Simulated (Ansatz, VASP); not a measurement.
LiCl in VASP and in Ansatz

File POSCAR:

```
LiCl
1.0
    0.0000000000      2.5491910000      2.5491910000
    2.5491910000      0.0000000000      2.5491910000
    2.5491910000      2.5491910000      0.0000000000
Li Cl
1 1
Direct
    0.0000000000      0.0000000000      0.0000000000
    0.5000000000      0.5000000000      0.5000000000
```

File INCAR.step1:

```
SYSTEM = LiCl
ALGO     = Normal         ! electronic algorithm
EDIFF    = 1E-4           ! SCF threshold, eV
ENCUT    = 520            ! plane-wave cutoff, eV
GGA      = PE             ! functional
ISMEAR   = 1              ! smearing method
LASPH    = .TRUE.         ! aspherical terms in the spheres
LCHARG   = .FALSE.        ! write CHGCAR
LREAL    = .FALSE.        ! projectors in reciprocal space
LWAVE    = .TRUE.         ! write WAVECAR
NBANDS   = 12             ! bands
NELM     = 100            ! most SCF steps
PREC     = Accurate       ! precision mode
SIGMA    = 0.2205         ! smearing width, eV
```

Contents of INCAR.step2:

```
SYSTEM = LiCl
ALGO     = Normal         ! electronic algorithm
EDIFF    = 1E-6           ! SCF threshold, eV
ENCUT    = 520            ! plane-wave cutoff, eV
ISIF     = 2              ! what is computed and relaxed
ISMEAR   = 1              ! smearing method
ISTART   = 1            
LASPH    = .TRUE.         ! aspherical terms in the spheres
LCHARG   = .FALSE.        ! write CHGCAR
LMIXTAU  = .TRUE.       
LREAL    = .FALSE.        ! projectors in reciprocal space
LWAVE    = .FALSE.        ! write WAVECAR
METAGGA  = R2SCAN         ! meta-GGA
NBANDS   = 12             ! bands
NELM     = 100            ! most SCF steps
PREC     = Accurate       ! precision mode
SIGMA    = 0.2205         ! smearing width, eV
```

The input KPOINTS:

```
k-points
0
G
  6 6 6
  0 0 0
```

Input for Ansatz:

```yaml
crystal:
  lattice:
    - [0.0, 2.549191, 2.549191]
    - [2.549191, 0.0, 2.549191]
    - [2.549191, 2.549191, 0.0]
  atoms:
    - { symbol: Li, position: [0.0, 0.0, 0.0] }
    - { symbol: Cl, position: [0.5, 0.5, 0.5] }
  symmetry: { tolerance: 0.0003 }
kpoints:
  mp_grid: { grid: [6, 6, 6], shift: [0, 0, 0] }
scf:
  occupations: { method: cold, width: 0.2205 }
  eigensolver: { kind: davidson }
hamiltonian:
  pseudopotentials: { kind: paw }
  xc: r2scan
basis:
  ecutwfc: 500
output:
  forces: true
  stress: true
  eigenvalues: true
```

Alike in both runs: task single point; functional r2SCAN; k mesh 6 × 6 × 6; no spin polarisation.

|  | VASP | Ansatz |
| --- | --- | --- |
| version | VASP 6.6.1 | Ansatz 0.2.0 |
| potentials or method | VASP PAW PBE potentials, release 64 (Li_sv, Cl), cutoff 520 eV | PAW plane waves |
| occupations | methfessel-paxton of order 1, width 0.2205 eV | cold, width 0.2205 eV |
| valence electrons in the cell | 10 | 10 |

|  | VASP | Ansatz | Ansatz less VASP |
| --- | --- | --- | --- |
| gap on the k mesh at the Fermi level (eV) | 7.41 | 7.34 | -0.071 |

VASP's potentials were made for PBE, not for r2SCAN.

Noted on VASP's run: the cutoff is short for stress, so the pressure is rough.
